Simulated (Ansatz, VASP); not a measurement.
Two plane-wave programs on Bi

The input INCAR:

```
PREC = Accurate
ENCUT = 520
EDIFF = 1E-6
ISMEAR = 0
SIGMA = 0.15
LREAL = F
LASPH = T
NELM = 100
ALGO = Fast
ISIF = 2
LWAVE = F
LCHARG = F
GGA = PE
IVDW = 12
NBANDS = 14
```

The input KPOINTS:

```
regular mesh
0
Gamma
  16 16 16
```

POSCAR

```
Bi
1.0
   -2.0280504053      2.0280504053      1.8223061613
    2.0280504053     -2.0280504053      1.8223061613
    2.0280504053      2.0280504053     -1.8223061613
Bi
1
Direct
    0.0000000000      0.0000000000      0.0000000000
```

Input for Ansatz:

```yaml
crystal:
  lattice:
    - [-2.0280504053, 2.0280504053, 1.8223061613]
    - [2.0280504053, -2.0280504053, 1.8223061613]
    - [2.0280504053, 2.0280504053, -1.8223061613]
  atoms:
    - { symbol: Bi, position: [0.0, 0.0, 0.0] }
basis:
  ecutwfc: 420
kpoints:
  mp_grid: { grid: [16, 16, 16] }
hamiltonian:
  xc: pbe
  dispersion: d3bj
scf:
  occupations: { method: gaussian, width: 0.15 }
output:
  forces: true
  stress: true
  eigenvalues: true
  write_density: true
  write_potential: true
  elf: true
  volumetric_format: npy
```

Change from the starting cell: strain +e along x and -e along y +0.0000, strain +e along z and -e/2 along x and y -0.0700.

Alike in both runs: task single point; functional PBE; dispersion D3(BJ); k mesh 16 × 16 × 16; occupations gaussian, width 0.15 eV; no spin polarisation.

```csv
,VASP,Ansatz
version,VASP 6.6.1,Ansatz 0.2.0
potentials or method,"VASP PAW PBE potentials, release 64 (Bi_d), cutoff 520 eV","scalar-relativistic, plane waves, PAW"
valence electrons in the cell,15,15
```

|  | VASP | Ansatz | Ansatz less VASP |
| --- | --- | --- | --- |
| gap on the k mesh at the Fermi level (eV) | none | none | - |
| pressure (GPa) | 0.5 | 0.5 | +0.04 |
| traceless stress, the component that is largest in VASP (GPa) | 0.25 | 0.26 | +0.007 |

A gap of «none» marks a metal or a gap that the smearing closes.

Spin-orbit coupling is off throughout.
